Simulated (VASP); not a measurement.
# SiC (P6_3mc) in VASP: further runs

SiC is run at these levels: PBE, r2SCAN; tasks: single point.

Program: VASP 6.6.1. These are calculated values, not measurements. Logs are shortened: lines on timing, memory, paths and dates and some standing lists are left out, and cuts for length are marked.

**1. The cell of the first run**

The structure is hexagonal, space group P6_3mc (No. 186). Conventional cell: a = 3.125 Å, b = 3.125 Å, c = 5.130 Å, α = 90.00°, β = 90.00°, γ = 120.00°. Si (site symmetry 3m) has 4 C at 1.91 to 1.93 Å within 2.5 Å. Within 2.5 Å of C (site symmetry 3m) lie 4 Si at 1.91 to 1.93 Å.

**2. Single point, PBE (strain +1.6%)**

INCAR

```
ALGO = Normal
EDIFF = 1E-6
ENCUT = 520
GGA = PE
ISIF = 2
ISMEAR = -1
LASPH = T
LCHARG = F
LREAL = F
LWAVE = F
NBANDS = 16
NELM = 80
PREC = Accurate
SIGMA = 0.02
```

KPOINTS

```
k-points
0
Gamma
  12 12 6
```

POSCAR

```
SiC
1.0
    3.1251771838      0.0000000000      0.0000000000
   -1.5625885919      2.7064828325      0.0000000000
    0.0000000000      0.0000000000      5.1298880975
Si C
2 2
Direct
    0.3333333333      0.6666666667      0.4995446057
    0.6666666667      0.3333333333      0.9995446057
    0.3333333333      0.6666666667      0.8754553943
    0.6666666667      0.3333333333      0.3754553943
```

Potentials or basis: VASP PAW PBE potentials, release 64 (Si, C).

Started as:

```bash
$ cat potpaw_PBE.64/Si/POTCAR potpaw_PBE.64/C/POTCAR > POTCAR
$ mpirun -np 1 vasp_std > vasp.out
```

OUTCAR:

```text
EDIFF = 1E-6
   ENCUT = 520
   GGA = PE
   ISIF = 2
   ISMEAR = -1
   LASPH = T
   LREAL = F
   NELM = 80
   PREC = Accurate

 ion  position               nearest neighbor table
   1  0.333  0.667  0.500-   4 1.91   4 1.91   4 1.91   3 1.93   2 3.14   2 3.14   2 3.14   2 3.14
                             2 3.14   2 3.14
   2  0.667  0.333  1.000-   3 1.91   3 1.91   3 1.91   4 1.93   1 3.14   1 3.14   1 3.14   1 3.14
                             1 3.14   1 3.14
   3  0.333  0.667  0.875-   2 1.91   2 1.91   2 1.91   1 1.93
   4  0.667  0.333  0.375-   1 1.91   1 1.91   1 1.91   2 1.93

  LATTYP: Found a hexagonal cell.
 ALAT       =     3.1251771838
 C/A-ratio  =     1.6414711217

  Lattice vectors:

 A1 = (   3.1251771838,   0.0000000000,   0.0000000000)
 A2 = (  -1.5625885919,   2.7064828325,   0.0000000000)
 A3 = (   0.0000000000,   0.0000000000,   5.1298880975)

Analysis of symmetry for initial positions (statically):
=====================================================================
 Subroutine PRICEL returns:
 Original cell was already a primitive cell.

 Routine SETGRP: Setting up the symmetry group for a
 hexagonal supercell.

 Subroutine GETGRP returns: Found 12 space group operations
 (whereof  6 operations were pure point group operations)
 out of a pool of 24 trial point group operations.

The static configuration has the point symmetry C_3v.
 The point group associated with its full space group is C_6v.

Analysis of symmetry for dynamics (positions and initial velocities):
=====================================================================
 Subroutine PRICEL returns:
 Original cell was already a primitive cell.

 Routine SETGRP: Setting up the symmetry group for a
 hexagonal supercell.

 Subroutine GETGRP returns: Found 12 space group operations
 (whereof  6 operations were pure point group operations)
 out of a pool of 24 trial point group operations.

The dynamic configuration has the point symmetry C_3v.
 The point group associated with its full space group is C_6v.

 Subroutine INISYM returns: Found 12 space group operations
 (whereof  6 operations are pure point group operations),
 and found     1 'primitive' translations

----------------------------------------------------------------------------------------

                                     Primitive cell

  volume of cell :      43.3898

  direct lattice vectors                    reciprocal lattice vectors
     3.125177184  0.000000000  0.000000000     0.319981857  0.184741612  0.000000000
    -1.562588592  2.706482832  0.000000000     0.000000000  0.369483223  0.000000000
     0.000000000  0.000000000  5.129888098     0.000000000  0.000000000  0.194936026

  length of vectors
     3.125177184  3.125177184  5.129888098     0.369483223  0.369483223  0.194936026

  position of ions in fractional coordinates (direct lattice)
     0.333333333  0.666666667  0.499544606
     0.666666667  0.333333333  0.999544606
     0.333333333  0.666666667  0.875455394
     0.666666667  0.333333333  0.375455394

  ion indices of the primitive-cell ions
   primitive index   ion index
                 1           1
                 2           2
                 3           3
                 4           4

----------------------------------------------------------------------------------------

 KPOINTS: k-points

Automatic generation of k-mesh.
 Grid dimensions read from file:
 generate k-points for:   12   12    6

 Generating k-lattice:

  Cartesian coordinates                     Fractional coordinates (reciprocal lattice)
     0.026665155  0.015395134  0.000000000     0.083333333  0.000000000  0.000000000
     0.000000000  0.030790269  0.000000000     0.000000000  0.083333333  0.000000000
     0.000000000  0.000000000  0.032489338     0.000000000  0.000000000  0.166666667

  Length of vectors
     0.030790269  0.030790269  0.032489338

  Shift w.r.t. Gamma in fractional coordinates (k-lattice)
     0.000000000  0.000000000  0.000000000

 Subroutine IBZKPT returns following result:
 ===========================================

 Found     76 irreducible k-points:

 Following reciprocal coordinates:
            Coordinates               Weight
  0.000000  0.000000  0.000000      1.000000
  0.083333 -0.000000  0.000000      6.000000
  0.166667 -0.000000  0.000000      6.000000
  0.250000 -0.000000  0.000000      6.000000
  0.333333 -0.000000  0.000000      6.000000
  0.416667 -0.000000  0.000000      6.000000
[... 16 lines left out ...]
  0.250000 -0.000000  0.166667     12.000000
  0.333333 -0.000000  0.166667     12.000000
 [... further k-points ...]
   k-points           NKPTS =     76   k-points in BZ     NKDIM =     76   number of bands    NBANDS=     16
   number of dos      NEDOS =    301   number of ions     NIONS =      4
   total plane-waves  NPLWV =  23040
   dimension x,y,z NGX =    24 NGY =   24 NGZ =   40
   dimension x,y,z NGXF=    48 NGYF=   48 NGZF=   80
[... 39 lines left out ...]
   LHFCALC =     F    Hartree Fock is set to
   AEXX    =    0.0000 exact exchange contribution
   IVDW    =     0    specifies the selected vdW correction
   LEPSILON=     F    determine dielectric tensor
   LRPA    =     F    only Hartree local field effects (RPA)
 non-spin polarized calculation
  energy-cutoff  :      520.00
  volume of cell :       43.39
 maximum number of plane-waves:      1188
 NGX is ok and might be reduce to    24
   NGX = 11   NGY = 11   NGZ = 19

 number of electron      16.0000000 magnetization

 Free energy of the ion-electron system (eV)
  ---------------------------------------------------
  ext. energy  EPLUGINS =         0.00000000
  ---------------------------------------------------
  free energy    TOTEN  =       -30.08175050 eV

  energy without entropy =      -30.08175050  energy(sigma->0) =      -30.08175050

 E-fermi :   8.1269     XC(G=0): -11.1428

 val. band max:        7.7243778570   @ k =   0.0000   0.0000   0.0000
 cond. band min:      10.0854471647   @ k =   0.3333   0.3333   0.0000
 fundamental gap:      2.3610693077
 Fermi energy:         8.1268648494

 k-point     1 :       0.0000    0.0000    0.0000
  band No.  band energies     occupation
      1      -7.4665      2.00000
      2      -4.0769      2.00000
      3      -0.7012      2.00000
      4       6.4326      2.00000
      5       6.4326      2.00000
      6       7.6182      2.00000
[... 8 lines left out ...]
     15      16.3511      0.00000
     16      18.6843      0.00000

 k-point     2 :       0.0833   -0.0000    0.0000
  band No.  band energies     occupation
      1      -7.3505      2.00000
      2      -3.9776      2.00000
      3      -0.5963      2.00000
      4       5.7596      2.00000
      5       6.2313      2.00000
      6       7.2561      2.00000
[... 8 lines left out ...]
     15      16.6501      0.00000
     16      17.9529      0.00000

 k-point     3 :       0.1667   -0.0000    0.0000
  band No.  band energies     occupation
      1      -7.0056      2.00000
      2      -3.6887      2.00000
      3      -0.2922      2.00000
      4       4.3131      2.00000
      5       5.7736      2.00000
      6       6.1427      2.00000
[... 8 lines left out ...]
     15      17.0549      0.00000
     16      17.3442      0.00000

 k-point     4 :       0.2500   -0.0000    0.0000
  band No.  band energies     occupation
      1      -6.4433      2.00000
      2      -3.2468      2.00000
      3       0.1561      2.00000
      4       2.7617      2.00000
      5       4.7779      2.00000
      6       5.2749      2.00000
[... 8 lines left out ...]
     15      17.4788      0.00000
     16      18.2555      0.00000
[... 324 lines left out ...]
 k-point    22 :       0.1667   -0.0000    0.1667
  band No.  band energies     occupation
      1      -6.8764      2.00000
      2      -4.1713      2.00000
      3       0.3797      2.00000
      4       4.4326      2.00000
      5       5.7609      2.00000
      6       5.8613      2.00000
[... 8 lines left out ...]
     15      17.1595      0.00000
     16      17.7172      0.00000

 k-point    23 :       0.2500   -0.0000    0.1667
  band No.  band energies     occupation
      1      -6.3162      2.00000
      2      -3.6949      2.00000
      3       0.7117      2.00000
      4       2.9638      2.00000
      5       4.4019      2.00000
      6       5.3691      2.00000
[... 8 lines left out ...]
     15      18.1672      0.00000
     16      18.1728      0.00000

 k-point    24 :       0.3333   -0.0000    0.1667
  band No.  band energies     occupation
      1      -5.5690      2.00000
      2      -3.1358      2.00000
      3       0.5318      2.00000
      4       2.2815      2.00000
      5       3.0176      2.00000
      6       4.9596      2.00000
[... 8 lines left out ...]
     15      18.5727      0.00000
     16      19.4167      0.00000

 [... further k-points ...]

------------------------ aborting loop because EDIFF is reached ----------------------------------------

  FORCE on cell =-STRESS in cart. coord.  units (eV):
  Direction    XX          YY          ZZ          XY          YZ          ZX
  --------------------------------------------------------------------------------------
  -------------------------------------------------------------------------------------
  Total       -1.7629550     -1.7629550     -1.7538517      0.0000000      0.0000000      0.0000000
  in kB      -65.0974516    -65.0974516    -64.7613136      0.0000000      0.0000000      0.0000000
  external PRESSURE =     -64.9854056 kB  Pullay stress =       0.0000000 kB

 VOLUME and BASIS-vectors are now :
 -----------------------------------------------------------------------------
  energy-cutoff  :      520.00
  volume of cell :       43.39
      direct lattice vectors                 reciprocal lattice vectors
     3.125177184  0.000000000  0.000000000     0.319981857  0.184741612  0.000000000
    -1.562588592  2.706482832  0.000000000     0.000000000  0.369483223  0.000000000
     0.000000000  0.000000000  5.129888098     0.000000000  0.000000000  0.194936026

 POSITION                                       TOTAL-FORCE (eV/Angst)
 -----------------------------------------------------------------------------------
     -0.00000      1.80432      2.56261         0.000000     -0.000000      0.001931
      1.56259      0.90216      5.12755        -0.000000      0.000000      0.001931
     -0.00000      1.80432      4.49099         0.000000      0.000000     -0.001931
      1.56259      0.90216      1.92604        -0.000000     -0.000000     -0.001931
 -----------------------------------------------------------------------------------
    total drift:                                0.000000      0.000000     -0.000234

  FREE ENERGIE OF THE ION-ELECTRON SYSTEM (eV)
  ---------------------------------------------------
  free  energy   TOTEN  =       -30.0817505013 eV

  energy  without entropy=      -30.0817505013  energy(sigma->0) =      -30.08175050
```

Run time: 54 s. Hardware: 1 thread of Intel Xeon 8259CL, shared host; peak memory 0.18 GiB.

What came out:

| Item | Value |
| --- | --- |
| Free energy | -30.0818 eV |
| Pressure | -6.5 GPa |
| Band gap on the k mesh | 2.36 eV (least direct gap 3.88 eV) |

Levels at points of the mesh, in eV from the valence-band top:
```
           k point  band 4  band 5  band 6  band 7  band 8  band 9  band 10  band 11  band 12  band 13
(0.00, 0.00, 0.00)   -1.29   -1.29   -0.11    0.00    0.00    4.41     5.70     6.39     6.39     7.35
(0.50, 0.00, 0.00)   -6.18   -5.26   -3.22   -3.15   -1.18    2.70     4.18     6.51     6.95     9.61
(0.00, 0.00, 0.50)   -4.35   -0.70   -0.70   -0.70   -0.70    5.49     5.49     7.10     7.10     7.10
(0.50, 0.00, 0.50)   -8.04   -2.38   -2.38   -2.28   -2.28    3.18     3.18     5.06     5.06    10.04
```

Caveat: the cell differs from its parent crystal (strain +1.6%); the cell stands under tension. A k mesh can miss the band edges.

**3. Single point, r2SCAN (epitaxial xy strain -1.4%)**

POSCAR

```
SiC
1.0
    3.0316863489      0.0000000000      0.0000000000
   -1.5158431745      2.6255173945      0.0000000000
    0.0000000000      0.0000000000      5.0612174547
Si C
2 2
Direct
    0.3333333333      0.6666666667      0.5004940549
    0.6666666667      0.3333333333      1.0004940549
    0.3333333333      0.6666666667      0.8745059451
    0.6666666667      0.3333333333      0.3745059451
```

INCAR.step1

```
PREC     = Accurate       # precision mode
ENCUT    = 520            # plane-wave cutoff, eV
ISMEAR   = 0              # smearing method
SIGMA    = 0.01           # smearing width, eV
LREAL    = False          # projectors in reciprocal space
LASPH    = True           # aspherical terms in the spheres
NELM     = 100            # most SCF steps
NBANDS   = 16             # bands
GGA      = PE             # functional
ALGO     = Normal         # electronic algorithm
EDIFF    = 1E-4           # SCF threshold, eV
LWAVE    = True           # write WAVECAR
LCHARG   = False          # write CHGCAR
```

INCAR.step2

```
PREC     = Accurate       # precision mode
ENCUT    = 520            # plane-wave cutoff, eV
EDIFF    = 1E-6           # SCF threshold, eV
ISMEAR   = 0              # smearing method
SIGMA    = 0.01           # smearing width, eV
LREAL    = False          # projectors in reciprocal space
LASPH    = True           # aspherical terms in the spheres
NELM     = 100            # most SCF steps
ALGO     = Normal         # electronic algorithm
ISIF     = 2              # what is computed and relaxed
LWAVE    = False          # write WAVECAR
LCHARG   = False          # write CHGCAR
METAGGA  = R2SCAN         # meta-GGA
LMIXTAU  = True         
NBANDS   = 16             # bands
ISTART   = 1
```

KPOINTS

```
regular mesh
0
Gamma
  12 12 6
```

Potentials or basis: VASP PAW PBE potentials, release 64 (Si, C).

Started as:

```bash
$ cat potpaw_PBE.64/Si/POTCAR potpaw_PBE.64/C/POTCAR > POTCAR
$ cp INCAR.step1 INCAR
$ mpirun -np 1 vasp_std > vasp.out
$ cp INCAR.step2 INCAR
$ mpirun -np 1 vasp_std > vasp.out
```

Wall time 3.8 min (1 thread of Intel Xeon 8259CL, shared host); peak memory 0.19 GiB.

It converged, with:

| Quantity | Value |
| --- | --- |
| Free energy | -38.6049 eV |
| Pressure | 6.1 GPa |
| Band gap on the k mesh | 2.48 eV (least direct gap 4.68 eV) |

Stress tensor (GPa, compression positive):
```
 9.31  0.00  0.00
 0.00  9.31  0.00
 0.00  0.00 -0.26
```

Levels at points of the mesh, in eV from the valence-band top:
| k point | band 4 | band 5 | band 6 | band 7 | band 8 | band 9 | band 10 | band 11 | band 12 | band 13 |
| --- | --- | --- | --- | --- | --- | --- | --- | --- | --- | --- |
| (0.00, 0.00, 0.00) | -1.32 | -1.32 | -0.29 | 0.00 | 0.00 | 5.86 | 6.67 | 7.46 | 7.46 | 8.58 |
| (0.50, 0.00, 0.00) | -6.74 | -5.77 | -3.50 | -3.47 | -1.31 | 3.37 | 4.51 | 7.66 | 7.74 | 10.63 |
| (0.00, 0.00, 0.50) | -4.89 | -0.71 | -0.71 | -0.71 | -0.71 | 6.90 | 6.90 | 8.14 | 8.14 | 8.14 |
| (0.50, 0.00, 0.50) | -8.70 | -2.62 | -2.62 | -2.58 | -2.58 | 3.67 | 3.67 | 5.83 | 5.83 | 11.18 |

Caveat: the cell differs from its parent crystal (epitaxial xy strain -1.4%); the cell stands under pressure; the PAW data sets were made with another functional, which shifts forces and pressure a little. A k mesh can miss the band edges.

**4. Single point, r2SCAN**

This run uses another cell than the first one, of 10.34 Å³/atom.

POSCAR

```
SiC
1.0
    3.0753564100      0.0000000000      0.0000000000
   -1.5376782050      2.6633367767      0.0000000000
    0.0000000000      0.0000000000      5.0481087359
Si C
2 2
Direct
    0.3333333333      0.6666666667      0.4995917744
    0.6666666667      0.3333333333      0.9995917744
    0.3333333333      0.6666666667      0.8754082256
    0.6666666667      0.3333333333      0.3754082256
```

INCAR.step1

```
  ALGO = Normal
  EDIFF = 1E-4
  ENCUT = 520
  GGA = PE
  ISMEAR = 0
  LASPH = True
  LCHARG = False
  LREAL = False
  LWAVE = True
  NBANDS = 16
  NELM = 60
  PREC = Accurate
  SIGMA = 0.01
```

INCAR.step2

```
  ALGO = Normal
  EDIFF = 1E-7
  ENCUT = 520
  ISIF = 2
  ISMEAR = 0
  ISTART = 1
  LASPH = True
  LCHARG = False
  LMIXTAU = True
  LREAL = False
  LWAVE = False
  METAGGA = R2SCAN
  NBANDS = 16
  NELM = 60
  PREC = Accurate
  SIGMA = 0.01
```

KPOINTS

```
k-points
0
Gamma
  12 12 6
```

Started as:

```bash
$ cat potpaw_PBE.64/Si/POTCAR potpaw_PBE.64/C/POTCAR > POTCAR
$ cp INCAR.step1 INCAR
$ mpirun -np 1 vasp_std > vasp.out
$ cp INCAR.step2 INCAR
$ mpirun -np 1 vasp_std > vasp.out
```

Wall time 4.5 min (1 thread of Intel Xeon 8259CL, shared host); peak memory 0.18 GiB.

It converged, with:

| Item | Value |
| --- | --- |
| Free energy | -38.6379 eV |
| Pressure | -0.2 GPa |
| Band gap on the k mesh | 2.66 eV (least direct gap 4.48 eV) |

Levels at points of the mesh, in eV from the valence-band top:
| k point | band 6 | band 7 | band 8 | band 9 | band 10 | band 11 |
| --- | --- | --- | --- | --- | --- | --- |
| (0.00, 0.00, 0.00) | -0.11 | 0.00 | 0.00 | 5.38 | 6.78 | 7.19 |
| (0.50, 0.00, 0.00) | -3.48 | -3.36 | -1.26 | 3.23 | 4.67 | 7.47 |
| (0.00, 0.00, 0.50) | -0.75 | -0.75 | -0.75 | 6.50 | 6.50 | 7.89 |
| (0.50, 0.00, 0.50) | -2.56 | -2.44 | -2.44 | 3.72 | 3.72 | 5.79 |

Caveat: the PAW data sets were made with another functional, which shifts forces and pressure a little. A k mesh can miss the band edges.

**5. Single point, r2SCAN (strain +1.6%)**

POSCAR

```
SiC
1.0
    3.1251771838      0.0000000000      0.0000000000
   -1.5625885919      2.7064828325      0.0000000000
    0.0000000000      0.0000000000      5.1298880975
Si C
2 2
Direct
    0.3333333333      0.6666666667      0.4995446057
    0.6666666667      0.3333333333      0.9995446057
    0.3333333333      0.6666666667      0.8754553943
    0.6666666667      0.3333333333      0.3754553943
```

INCAR.step1

```
SYSTEM = SiC
ALGO = Normal ; EDIFF = 1E-4
ENCUT = 520 ; GGA = PE
ISMEAR = 0 ; LASPH = .True.
LCHARG = .False. ; LREAL = .False.
LWAVE = .True. ; NBANDS = 16
NELM = 100 ; PREC = Accurate
SIGMA = 0.01
```

INCAR.step2

```
SYSTEM = SiC
ALGO = Normal ; EDIFF = 1E-6
ENCUT = 520 ; ISIF = 2
ISMEAR = 0 ; ISTART = 1
LASPH = .True. ; LCHARG = .False.
LMIXTAU = .True. ; LREAL = .False.
LWAVE = .False. ; METAGGA = R2SCAN
NBANDS = 16 ; NELM = 100
PREC = Accurate ; SIGMA = 0.01
```

KPOINTS

```
k-points
0
Gamma
  12 12 6
  0 0 0
```

Started as:

```bash
$ cat potpaw_PBE.64/Si/POTCAR potpaw_PBE.64/C/POTCAR > POTCAR
$ cp INCAR.step1 INCAR
$ mpirun -np 1 vasp_std > vasp.out
$ cp INCAR.step2 INCAR
$ mpirun -np 1 vasp_std > vasp.out
```

Run time: 3.2 min. Hardware: 1 thread of Intel Xeon 8259CL, shared host; peak memory 0.19 GiB.

The run converged. Its results:

```
Free energy            : -38.5702 eV
Pressure               : -10.1 GPa
Band gap on the k mesh : 2.73 eV (least direct gap 4.37 eV)
```

Stress tensor (GPa, compression positive):
```
-10.23   0.00   0.00
  0.00 -10.23   0.00
  0.00   0.00  -9.96
```

Levels at points of the mesh, in eV from the valence-band top:
```tsv
k point	band 4	band 5	band 6	band 7	band 8	band 9	band 10	band 11	band 12	band 13
(0.00, 0.00, 0.00)	-1.36	-1.36	-0.11	0.00	0.00	4.95	6.23	6.89	6.89	7.91
(0.50, 0.00, 0.00)	-6.43	-5.45	-3.38	-3.22	-1.24	3.13	4.60	7.07	7.45	10.28
(0.00, 0.00, 0.50)	-4.53	-0.74	-0.74	-0.74	-0.74	6.05	6.05	7.62	7.62	7.62
(0.50, 0.00, 0.50)	-8.32	-2.49	-2.49	-2.39	-2.39	3.60	3.60	5.57	5.57	10.75
```

Caveat: the cell differs from its parent crystal (strain +1.6%); the cell stands under tension; the PAW data sets were made with another functional, which shifts forces and pressure a little.

**6. Overview**

| level | cell | smearing | gap on the mesh (eV) | pressure (GPa) |
| --- | --- | --- | --- | --- |
| PBE | a = 3.125, b = 3.125, c = 5.130 Å, angles 90.0, 90.0, 120.0°, 4 atoms | fermi-dirac 0.02 eV | 2.36 | -6.5 |
| r2SCAN | a = 3.032, b = 3.032, c = 5.061 Å, angles 90.0, 90.0, 120.0°, 4 atoms | gaussian 0.01 eV | 2.48 | 6.1 |
| r2SCAN | a = 3.075, b = 3.075, c = 5.048 Å, angles 90.0, 90.0, 120.0°, 4 atoms | gaussian 0.01 eV | 2.66 | -0.2 |
| r2SCAN | a = 3.125, b = 3.125, c = 5.130 Å, angles 90.0, 90.0, 120.0°, 4 atoms | gaussian 0.01 eV | 2.73 | -10.1 |

Alike in all rows: task single point; potentials or basis VASP PAW PBE potentials, release 64 (Si, C); no spin polarisation; k mesh 12 × 12 × 6; cutoff (eV) 520.

Caveats: the PAW data sets were made with another functional, which shifts forces and pressure a little (at least some runs); the cell stands under tension (at least some runs); the cell stands under pressure (at least some runs).

Total energies depend on the potentials used, so only differences within one code and one set of settings carry meaning.
